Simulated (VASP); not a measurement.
A run of VASP 6.6.1 is set up as follows.

File INCAR:

```
PREC = Accurate ; ENCUT = 520
EDIFF = 1E-6 ; ISMEAR = 0
SIGMA = 0.1 ; LREAL = F
LASPH = T ; NELM = 100
ALGO = Normal ; ISIF = 2
LWAVE = F ; LCHARG = F
GGA = PE ; NBANDS = 21
```

File KPOINTS:

```
Automatic mesh
0
Gamma
  18 18 4
```

POSCAR

```
B2O
1.0
    2.5611946295      0.0000000000      0.0000000000
   -1.2805973147      2.2180596131      0.0000000000
    0.0000000000      0.0000000000     11.1467593124
B O
4 2
Direct
    0.0000000000      0.0000000000      0.4216467219
    0.0000000000      0.0000000000      0.5783532781
    0.6666666667      0.3333333333      0.0241139826
    0.3333333333      0.6666666667      0.9758860174
    0.6666666667      0.3333333333      0.3718497043
    0.3333333333      0.6666666667      0.6281502957
```

Potentials or basis: VASP PAW PBE potentials, release 64 (B, O).

Run with:

```sh
$ cat potpaw_PBE.64/B/POTCAR potpaw_PBE.64/O/POTCAR > POTCAR
$ mpirun -np 1 vasp_std > vasp.out
```

**Question.** What does it give for the largest force?

**Answer.** 0.012 eV/Å.

**Question.** Estimate the band gap on the k mesh.

**Answer.** Zero (band 12 reaches 6.10 eV, above the bottom of band 13 at 2.16 eV).

**Question.** Estimate the pressure.

**Answer.** 0.4 GPa.

Forces on the atoms (eV/Å):
```
B    0.000  0.000 -0.012
B    0.000  0.000  0.012
B    0.000  0.000  0.011
B    0.000  0.000 -0.011
O    0.000  0.000  0.005
O    0.000  0.000 -0.005
```

Caveat: this functional lacks dispersion, which binds the layers, so the pressure and a relaxed spacing across them are unreliable.
